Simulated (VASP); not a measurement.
Here is a VASP 6.6.1 calculation.

Contents of INCAR:

```
SYSTEM = IrS
PREC = Accurate
ENCUT = 520
EDIFF = 1E-6
ISMEAR = 0
SIGMA = 0.05
LREAL = .False.
LASPH = .True.
NELM = 100
ALGO = Normal
ISIF = 2
LWAVE = .False.
LCHARG = .True.
GGA = PE
LELF = .True.
LVHAR = .True.
NBANDS = 14
```

KPOINTS

```
Automatic mesh
0
Gamma
  10 10 10
  0 0 0
```

The input POSCAR:

```
IrS
1.0
    0.0000000000      2.6539538527      2.6539538527
    2.6539538527      0.0000000000      2.6539538527
    2.6539538527      2.6539538527      0.0000000000
Ir S
1 1
Direct
    0.0000000000      0.0000000000      0.0000000000
    0.2500000000      0.2500000000      0.2500000000
```

Potentials or basis: VASP PAW PBE potentials, release 64 (Ir, S).

Run with:

```console
$ cat potpaw_PBE.64/Ir/POTCAR potpaw_PBE.64/S/POTCAR > POTCAR
$ mpirun -np 1 vasp_std > vasp.out
```

(1) What does it give for the band gap on the k mesh?

(2) What does it give for the pressure?

Answers

(1) zero (an odd number of electrons rules out a gap without spin polarisation).

(2) -2.4 GPa.

Caveat: spin-orbit coupling is left out, which moves the levels of the heavy elements.
